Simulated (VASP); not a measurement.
Crystal: CdF2.

```
Cd F
1.0
     0.00000    2.61042    2.61042
     2.61042    0.00000    2.61042
     2.61042    2.61042    0.00000
Cd F
1 2
Direct
  0.00000 0.00000 0.00000
  0.25000 0.25000 0.25000
  0.75000 0.75000 0.75000
```

This cell differs from its parent crystal: strain -2.7%.

Base run:

| Item | Value |
| --- | --- |
| Program | VASP 6.6.1 |
| Functional | PBE |
| Potentials or basis | VASP PAW PBE potentials, release 64 (Cd, F) |
| Cutoff | 520 eV |
| k mesh | 8 × 8 × 8 |
| Occupations | fermi-dirac, width 0.02 eV |
| Spin | no spin polarisation |

Its results: band gap on the k mesh 3.41 eV (least direct gap 3.77 eV); pressure 20.7 GPa.

Question: The run is repeated on the same cell with these changes: functional from PBE to r2SCAN; occupations from fermi-dirac, width 0.02 eV to gaussian, width 0.01 eV. What comes out?

Answer: Band gap on the k mesh 4.09 eV (least direct gap 4.45 eV); pressure 15.2 GPa.

Caveats: the cell stands under pressure; the PAW data sets were made with another functional, which shifts forces and pressure a little (at least some runs).

A k mesh can miss the band edges.
